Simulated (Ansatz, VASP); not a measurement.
## Hf: VASP beside Ansatz

```
Hf
1.0
    -1.89525    1.89525    1.75988
     1.89525   -1.89525    1.75988
     1.89525    1.89525   -1.75988
Hf
1
Direct
  0.00000 0.00000 0.00000
```

Change from the starting cell: strain +0.050 along x and y, -0.025 along z, atoms carried along.

Alike in both runs: task single point; functional PBEsol; k mesh 18 × 18 × 18; occupations gaussian, width 0.15 eV; no spin polarisation.

|  | VASP | Ansatz |
| --- | --- | --- |
| version | VASP 6.6.1 | Ansatz 0.2.0 |
| potentials or method | VASP PAW PBE potentials, release 64 (Hf_pv), cutoff 520 eV | scalar-relativistic, plane waves, PAW |
| valence electrons in the cell | 10 | 26 |

```csv
,VASP,Ansatz,Ansatz less VASP
gap on the k mesh at the Fermi level (eV),none,none,-
pressure (GPa),-14.0,-13.6,+0.33
"traceless stress, the component that is largest in VASP (GPa)",-2.36,-2.34,+0.021
```

VASP's potentials were made for PBE, not for PBEsol. A gap of «none» marks a metal or a gap that the smearing closes. VASP's potentials hold 10 valence electrons a cell and Ansatz's 26, so a difference there can come from the potentials and not from the codes.

Spin-orbit coupling is off throughout.
